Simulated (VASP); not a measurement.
# ZrC: single point with LDA

ZrC:

```
CELL_PARAMETERS angstrom
0.00000 2.32073 2.32073
2.32073 0.00000 2.32073
2.32073 2.32073 0.00000
ATOMIC_POSITIONS crystal
Zr 0.49512 0.50488 0.50488
C 0.03706 0.96294 0.96294
```

This cell differs from its parent crystal: mode 4 frozen in at -0.172 Å and mode 5 at +0.000 Å (largest displacements).

```
Program                : VASP 6.6.1
Task                   : single point
Functional             : LDA
Potentials or basis    : VASP PAW LDA potentials, release 64 (Zr_sv, C)
Cutoff                 : 520 eV
k mesh                 : 16 × 16 × 16
Occupations            : gaussian, width 0.15 eV
Spin                   : no spin polarisation
Dipole correction      : no
Further INCAR settings : ALGO = Normal; EDIFF = 1e-06; NBANDS = 15
```

| Property | Result |
| --- | --- |
| Pressure | 4.0 GPa |
| Largest force | 1.716 eV/Å |
| Band gap on the k mesh | zero (band 8 reaches 10.33 eV, above the bottom of band 9 at 9.37 eV) |

Forces in eV/Å, atoms in the order of the input:
```
Zr  -1.716  0.000  0.000
C    1.716  0.000  0.000
```

Stress tensor (GPa, compression positive):
```
12.21  0.00  0.00
 0.00 -0.05  0.00
 0.00  0.00 -0.05
```

Levels at points of the mesh, in eV from the Fermi level:
```csv
k point,band 4,band 5,band 6,band 7,band 8,band 9,band 10,band 11,band 12,band 13
"(0.00, 0.00, 0.00)",-25.57,-11.31,-0.22,-0.22,0.11,0.97,2.18,2.18,2.84,3.90
"(0.50, 0.00, 0.00)",-25.67,-8.05,-5.47,-3.12,-3.04,4.44,4.63,5.37,6.54,9.84
"(0.50, 0.50, 0.00)",-25.90,-10.14,-2.58,-2.04,-0.05,0.73,4.83,5.81,5.81,8.35
"(0.00, 0.50, 0.50)",-25.91,-10.13,-2.03,-1.87,0.05,0.05,4.60,5.81,5.81,7.60
```

Run time: 64 s on 1 thread of Intel(R) Xeon(R) Platinum 8375C CPU @ 2.90GHz (Ice Lake) (shared host), peak memory 0.23 GiB.

Caveat: the cell differs from its parent crystal (mode 4 frozen in at -0.172 Å and mode 5 at +0.000 Å (largest displacements)); forces of over 1 eV/Å act on the atoms, so gaps and moduli don't describe the material at rest.
